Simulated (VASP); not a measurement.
# CdSe4 (I4/mmm) in VASP: notebook

The runs below take CdSe4 through single point, with PBE.

Program: VASP 6.6.1. These are calculated values, not measurements. Logs are shortened: lines on timing, memory, paths and dates and some standing lists are left out, and cuts for length are marked.

### 1 The cell of the first run

The structure is tetragonal, space group I4/mmm (No. 139). The conventional cell has a = 5.574 Å, b = 5.574 Å, c = 8.799 Å, α = 90.00°, β = 90.00°, γ = 90.00°. Cd (site symmetry 4/mmm) has 8 Se at 2.95 Å within 3.9 Å. Within 3.7 Å of Se (site symmetry 2/m) lie 4 Se at 2.79 Å and 2 Cd at 2.95 Å.

The cell was generated, and may not be a known phase.

### 2 Single point, PBE

File INCAR:

```
PREC     = Accurate       # precision mode
ENCUT    = 520            # plane-wave cutoff, eV
EDIFF    = 1E-7           # SCF threshold, eV
ISMEAR   = 0              # smearing method
SIGMA    = 0.1            # smearing width, eV
LREAL    = False          # projectors in reciprocal space
LASPH    = True           # aspherical terms in the spheres
NELM     = 60             # most SCF steps
ALGO     = Normal         # electronic algorithm
ISIF     = 2              # what is computed and relaxed
LWAVE    = False          # write WAVECAR
LCHARG   = False          # write CHGCAR
GGA      = PE             # functional
NBANDS   = 26             # bands
```

File KPOINTS:

```
Automatic mesh
0
Gamma
  8 8 8
```

File POSCAR:

```
CdSe4
1.0
   -2.7871436849      2.7871436849      4.3992618747
    2.7871436849     -2.7871436849      4.3992618747
    2.7871436849      2.7871436849     -4.3992618747
Cd Se
1 4
Direct
    0.5000000000      0.5000000000      0.0000000000
    0.0000000000      0.0000000000      0.5000000000
    0.5000000000      0.5000000000      0.5000000000
    0.0000000000      0.5000000000      0.0000000000
    0.5000000000      0.0000000000      0.0000000000
```

Potentials or basis: VASP PAW PBE potentials, release 64 (Cd, Se).

Run with:

```sh
> cat potpaw_PBE.64/Cd/POTCAR potpaw_PBE.64/Se/POTCAR > POTCAR
> mpirun -np 1 vasp_std > vasp.out
```

OUTCAR:

```text
PREC = Accurate
   ENCUT = 520
   EDIFF = 1E-7
   ISMEAR = 0
   LREAL = False
   LASPH = True
   NELM = 60
   ISIF = 2
   GGA = PE

 ion  position               nearest neighbor table
   1  0.500  0.500  0.000-   2 2.95   3 2.95   4 2.95   5 2.95   3 2.95   5 2.95   4 2.95   2 2.95

   2  0.000  0.000  0.500-   4 2.79   5 2.79   4 2.79   5 2.79   1 2.95   1 2.95
   3  0.500  0.500  0.500-   4 2.79   5 2.79   5 2.79   4 2.79   1 2.95   1 2.95
   4  0.000  0.500  0.000-   2 2.79   3 2.79   2 2.79   3 2.79   1 2.95   1 2.95
   5  0.500  0.000  0.000-   2 2.79   3 2.79   3 2.79   2 2.79   1 2.95   1 2.95

  LATTYP: Found a body centered tetragonal cell.
 ALAT       =     5.5742873698
 C/A-ratio  =     1.5784123002

  Lattice vectors:

 A1 = (  -2.7871436849,   2.7871436849,   4.3992618747)
 A2 = (   2.7871436849,  -2.7871436849,   4.3992618747)
 A3 = (   2.7871436849,   2.7871436849,  -4.3992618747)

Analysis of symmetry for initial positions (statically):
=====================================================================
 Subroutine PRICEL returns:
 Original cell was already a primitive cell.

 Routine SETGRP: Setting up the symmetry group for a
 body centered tetragonal supercell.

 Subroutine GETGRP returns: Found 16 space group operations
 (whereof 16 operations were pure point group operations)
 out of a pool of 16 trial point group operations.

The static configuration has the point symmetry D_4h.

Analysis of symmetry for dynamics (positions and initial velocities):
=====================================================================
 Subroutine PRICEL returns:
 Original cell was already a primitive cell.

 Routine SETGRP: Setting up the symmetry group for a
 body centered tetragonal supercell.

 Subroutine GETGRP returns: Found 16 space group operations
 (whereof 16 operations were pure point group operations)
 out of a pool of 16 trial point group operations.

The dynamic configuration has the point symmetry D_4h.

 Subroutine INISYM returns: Found 16 space group operations
 (whereof 16 operations are pure point group operations),
 and found     1 'primitive' translations

----------------------------------------------------------------------------------------

                                     Primitive cell

  volume of cell :     136.6969

  direct lattice vectors                    reciprocal lattice vectors
    -2.787143685  2.787143685  4.399261875     0.000000000  0.179395129  0.113655430
     2.787143685 -2.787143685  4.399261875     0.179395129  0.000000000  0.113655430
     2.787143685  2.787143685 -4.399261875     0.179395129  0.179395129  0.000000000

  length of vectors
     5.906762640  5.906762640  5.906762640     0.212368004  0.212368004  0.253703024

  position of ions in fractional coordinates (direct lattice)
     0.500000000  0.500000000  0.000000000
     0.000000000  0.000000000  0.500000000
     0.500000000  0.500000000  0.500000000
     0.000000000  0.500000000  0.000000000
     0.500000000  0.000000000  0.000000000

  ion indices of the primitive-cell ions
   primitive index   ion index
                 1           1
                 2           2
                 3           3
                 4           4
                 5           5

----------------------------------------------------------------------------------------

 KPOINTS: Automatic mesh

Automatic generation of k-mesh.
 Grid dimensions read from file:
 generate k-points for:    8    8    8

 Generating k-lattice:

  Cartesian coordinates                     Fractional coordinates (reciprocal lattice)
     0.000000000  0.022424391  0.014206929     0.125000000  0.000000000  0.000000000
     0.022424391  0.000000000  0.014206929     0.000000000  0.125000000  0.000000000
     0.022424391  0.022424391  0.000000000     0.000000000  0.000000000  0.125000000

  Length of vectors
     0.026546000  0.026546000  0.031712878

  Shift w.r.t. Gamma in fractional coordinates (k-lattice)
     0.000000000  0.000000000  0.000000000

 Subroutine IBZKPT returns following result:
 ===========================================

 Found     59 irreducible k-points:

 Following reciprocal coordinates:
            Coordinates               Weight
  0.000000  0.000000  0.000000      1.000000
  0.125000 -0.000000  0.000000      8.000000
  0.250000 -0.000000  0.000000      8.000000
  0.375000 -0.000000  0.000000      8.000000
  0.500000 -0.000000  0.000000      4.000000
  0.125000  0.125000  0.000000      8.000000
[... 16 lines left out ...]
  0.250000  0.125000  0.125000     16.000000
  0.375000  0.125000  0.125000      8.000000
 [... further k-points ...]
   k-points           NKPTS =     59   k-points in BZ     NKDIM =     59   number of bands    NBANDS=     26
   number of dos      NEDOS =    301   number of ions     NIONS =      5
   total plane-waves  NPLWV = 110592
   dimension x,y,z NGX =    48 NGY =   48 NGZ =   48
   dimension x,y,z NGXF=    96 NGYF=   96 NGZF=   96
   ions per type =               1   4
   NGX,Y,Z   is equivalent  to a cutoff of  13.51, 13.51, 13.51 a.u.
   NGXF,Y,Z  is equivalent  to a cutoff of  27.02, 27.02, 27.02 a.u.
 SYSTEM =  unknown system
   PREC   = accura    normal or accurate (medium, high low for compatibility)
   ISTART =      0    job   : 0-new  1-cont  2-samecut
   ICHARG =      2    charge: 1-file 2-atom 10-const
   ISPIN  =      1    spin polarized calculation?
   LNONCOLLINEAR =      F non collinear calculations
   LSORBIT =      F    spin-orbit coupling
   LASPH  =      T    aspherical Exc in radial PAW
   ENCUT  =  520.0 eV  38.22 Ry    6.18 a.u.  10.98 10.98 10.98*2*pi/ulx,y,z
   NELM   =     60;   NELMIN=  2; NELMDL= -5     # of ELM steps
   EDIFF  = 0.1E-06   stopping-criterion for ELM
   LREAL  =      F    real-space projection
   EDIFFG = 0.1E-05   stopping-criterion for IOM
   NSW    =      0    number of steps for IOM
   IBRION =     -1    ionic relax: 0-MD 1-quasi-New 2-CG
   NFREE  =      0    steps in history (QN), initial steepest desc. (CG)
   ISIF   =      2    stress and relaxation
   ISYM   =      2    0-nonsym 1-usesym 2-fastsym
   POTIM  = 0.5000    time-step for ionic-motion
   TEBEG  =    0.0;   TEEND  =   0.0 temperature during run
   PSTRESS=    0.0 pullay stress
   NELECT =      36.0000    total number of electrons
   NUPDOWN=      -1.0000    fix difference up-down
   EMIN   =  10.00;   EMAX   =-10.00  energy-range for DOS
   EFERMI =   0.00;   METHOD = LEGACY
   ISMEAR =     0;   SIGMA  =   0.10  broadening in eV -4-tet -1-fermi 0-gaus
   EFERMI_NEDOS =   21; number of points for ismear=-14 and -15
   IALGO  =     38    algorithm
   IMIX   =      4    mixing-type and parameters
     AMIX     =   0.40;   BMIX     =  1.00
     AMIX_MAG =   1.60;   BMIX_MAG =  1.00
  volume/ion in A,a.u.               =      27.34       184.50
  Fermi-wavevector in a.u.,A,eV,Ry     =   1.049356  1.982995 14.982026  1.101148
  Thomas-Fermi vector in A             =   2.184315
   LORBIT       =      0    0 simple, 1 ext, 2 COOP (PROOUT), +10 PAW based schemes
   GGA     = PE    functional components
   LHFCALC =     F    Hartree Fock is set to
   AEXX    =    0.0000 exact exchange contribution
   IVDW    =     0    specifies the selected vdW correction
   LEPSILON=     F    determine dielectric tensor
   LRPA    =     F    only Hartree local field effects (RPA)
 non-spin polarized calculation
 Gauss-broadening in eV      SIGMA  =   0.10
  energy-cutoff  :      520.00
  volume of cell :      136.70
 maximum number of plane-waves:      3709
 NGX is ok and might be reduce to    48
   NGX = 21   NGY = 21   NGZ = 21

 number of electron      35.9999996 magnetization

 Free energy of the ion-electron system (eV)
  ---------------------------------------------------
  ext. energy  EPLUGINS =         0.00000000
  ---------------------------------------------------
  free energy    TOTEN  =       -14.47301584 eV

  energy without entropy =      -14.46398541  energy(sigma->0) =      -14.46850063

 E-fermi :   2.3045     XC(G=0):  -8.8904

 val. band max:        2.2971404283   @ k =  -0.1250  -0.2500   0.1250
 cond. band min:       2.3674255725   @ k =   0.5000   0.5000   0.1250
 fundamental gap:      0.0702851442
 Fermi energy:         2.3044969963

 k-point     1 :       0.0000    0.0000    0.0000
  band No.  band energies     occupation
      1     -12.6985      2.00000
      2     -10.3362      2.00000
      3     -10.3362      2.00000
      4      -8.0994      2.00000
      5      -6.1492      2.00000
      6      -6.0935      2.00000
[... 18 lines left out ...]
     25       6.7491      0.00000
     26      10.6272      0.00000

 k-point     2 :       0.1250   -0.0000    0.0000
  band No.  band energies     occupation
      1     -12.6324      2.00000
      2     -10.4687      2.00000
      3     -10.2758      2.00000
      4      -8.2250      2.00000
      5      -6.1694      2.00000
      6      -6.0951      2.00000
[... 18 lines left out ...]
     25       6.9979      0.00000
     26      10.0835      0.00000

 k-point     3 :       0.2500   -0.0000    0.0000
  band No.  band energies     occupation
      1     -12.4380      2.00000
      2     -10.8134      2.00000
      3     -10.0974      2.00000
      4      -8.5556      2.00000
      5      -6.2608      2.00000
      6      -6.1173      2.00000
[... 18 lines left out ...]
     25       7.7165      0.00000
     26       8.7419      0.00000

 k-point     4 :       0.3750   -0.0000    0.0000
  band No.  band energies     occupation
      1     -12.1280      2.00000
      2     -11.2617      2.00000
      3      -9.8104      2.00000
      4      -8.9864      2.00000
      5      -6.3609      2.00000
      6      -6.2016      2.00000
[... 18 lines left out ...]
     25       8.3441      0.00000
     26       8.7683      0.00000
[... 496 lines left out ...]
      1     -12.2000      2.00000
      2     -10.5795      2.00000
      3     -10.5776      2.00000
      4      -9.0579      2.00000
      5      -6.2945      2.00000
      6      -6.1303      2.00000
[... 18 lines left out ...]
     25       8.1918      0.00000
     26       8.4866      0.00000

 k-point    23 :       0.2500    0.1250    0.1250
  band No.  band energies     occupation
      1     -11.8915      2.00000
      2     -11.0278      2.00000
      3     -10.3014      2.00000
      4      -9.4985      2.00000
      5      -6.3118      2.00000
      6      -6.1605      2.00000
[... 18 lines left out ...]
     25       8.5327      0.00000
     26       9.1970      0.00000

 k-point    24 :       0.3750    0.1250    0.1250
  band No.  band energies     occupation
      1     -11.5231      2.00000
      2     -11.4513      2.00000
      3      -9.9480      2.00000
      4      -9.9154      2.00000
      5      -6.2900      2.00000
      6      -6.2224      2.00000
[... 18 lines left out ...]
     25       9.0235      0.00000
     26       9.5309      0.00000

 [... further k-points ...]
[... 5 lines left out ...]
  --------------------------------------------------------------------------------------
  -------------------------------------------------------------------------------------
  Total        0.0714590      0.0714590      0.1482720      0.0000000      0.0000000      0.0000000
  in kB        0.8375462      0.8375462      1.7378458      0.0000000      0.0000000      0.0000000
  external PRESSURE =       1.1376460 kB  Pullay stress =       0.0000000 kB

 VOLUME and BASIS-vectors are now :
 -----------------------------------------------------------------------------
  energy-cutoff  :      520.00
  volume of cell :      136.70
      direct lattice vectors                 reciprocal lattice vectors
    -2.787143685  2.787143685  4.399261875     0.000000000  0.179395129  0.113655430
     2.787143685 -2.787143685  4.399261875     0.179395129  0.000000000  0.113655430
     2.787143685  2.787143685 -4.399261875     0.179395129  0.179395129  0.000000000

 POSITION                                       TOTAL-FORCE (eV/Angst)
 -----------------------------------------------------------------------------------
      0.00000      0.00000      4.39926        -0.000000      0.000000      0.000000
      1.39357      1.39357     -2.19963         0.000000     -0.000000      0.000000
      1.39357      1.39357      2.19963         0.000000     -0.000000     -0.000000
      1.39357     -1.39357      2.19963         0.000000      0.000000      0.000000
     -1.39357      1.39357      2.19963        -0.000000      0.000000     -0.000000
 -----------------------------------------------------------------------------------
    total drift:                                0.000000      0.000000     -0.000000

  FREE ENERGIE OF THE ION-ELECTRON SYSTEM (eV)
  ---------------------------------------------------
  free  energy   TOTEN  =       -14.4730158443 eV

  energy  without entropy=      -14.4639854116  energy(sigma->0) =      -14.46850063
```

It took 2.8 min on 1 thread of AMD EPYC 9R45 (Zen 5), shared host; peak memory 0.39 GiB.

Results:

- Free energy: -14.4730 eV
- Pressure: 0.1 GPa
- Band gap on the k mesh: zero (bands 18 and 19 overlap by 4.14 eV)

Levels at points of the mesh, in eV from the Fermi level:
```tsv
k point	band 16	band 17	band 18	band 19	band 20	band 21
(0.00, 0.00, 0.00)	-2.43	-1.50	0.53	2.61	2.61	3.73
(0.50, 0.00, 0.00)	-1.43	-0.65	-0.42	-0.42	1.93	3.31
(0.50, 0.50, 0.00)	-1.65	-1.56	-1.43	-1.31	-1.31	-1.30
(0.50, 0.50, 0.50)	-0.96	0.13	2.74	2.74	3.12	3.71
```

### 3 Single point, PBE

This run uses another cell than the first one, of 27.82 Å³/atom.

File INCAR:

```
SYSTEM = CdSe4
PREC     = Accurate       ! precision mode
ENCUT    = 520            ! plane-wave cutoff, eV
EDIFF    = 1E-7           ! SCF threshold, eV
ISMEAR   = 0              ! smearing method
SIGMA    = 0.1            ! smearing width, eV
LREAL    = .FALSE.        ! projectors in reciprocal space
LASPH    = .TRUE.         ! aspherical terms in the spheres
NELM     = 80             ! most SCF steps
ALGO     = Normal         ! electronic algorithm
ISIF     = 2              ! what is computed and relaxed
LWAVE    = .FALSE.        ! write WAVECAR
LCHARG   = .FALSE.        ! write CHGCAR
GGA      = PE             ! functional
NBANDS   = 26             ! bands
```

File KPOINTS:

```
regular mesh
0
G
  8 8 8
  0 0 0
```

File POSCAR:

```
CdSe4
1.0
   -2.5250125290      2.5250125290      5.4550812835
    2.5250125290     -2.5250125290      5.4550812835
    2.5250125290      2.5250125290     -5.4550812835
Cd Se
1 4
Direct
    0.5000000000      0.5000000000      0.0000000000
    0.3540331756      0.8540331756      0.5000000000
    0.8540331756      0.3540331756      0.5000000000
    0.6459668244      0.1459668244      0.5000000000
    0.1459668244      0.6459668244      0.5000000000
```

Potentials or basis: VASP PAW PBE potentials, release 64 (Cd, Se).

Run with:

```sh
> cat potpaw_PBE.64/Cd/POTCAR potpaw_PBE.64/Se/POTCAR > POTCAR
> mpirun -np 1 vasp_std > vasp.out
```

Run time: 2.6 min. Hardware: 1 thread of AMD EPYC 9R45 (Zen 5), shared host; peak memory 0.4 GiB.

Results (log left out):

* Free energy: -14.5505 eV
* Pressure: 0.2 GPa
* Largest force: 0.031 eV/Å
* Band gap on the k mesh: zero (bands 18 and 19 overlap by 1.54 eV)

Forces on the atoms (eV/Å):
```
Cd   0.000  0.000  0.000
Se   0.000  0.000  0.031
Se   0.000  0.000  0.031
Se   0.000  0.000 -0.031
Se   0.000  0.000 -0.031
```

Stress tensor (GPa, compression positive):
```
0.09 0.00 0.00
0.00 0.09 0.00
0.00 0.00 0.28
```

Levels at points of the mesh, in eV from the Fermi level:
| k point | band 16 | band 17 | band 18 | band 19 | band 20 | band 21 |
| --- | --- | --- | --- | --- | --- | --- |
| (0.00, 0.00, 0.00) | -1.70 | -1.70 | 0.33 | 0.97 | 0.97 | 1.40 |
| (0.50, 0.00, 0.00) | -1.51 | -1.26 | -1.04 | -0.63 | 1.94 | 2.38 |
| (0.50, 0.50, 0.00) | -1.29 | -1.13 | 0.30 | 0.76 | 1.20 | 1.94 |
| (0.50, 0.50, 0.50) | -1.41 | -1.08 | -1.08 | -0.01 | -0.01 | 1.50 |

The gap in the log of VASP goes by the Fermi energy; the results here count the filled bands.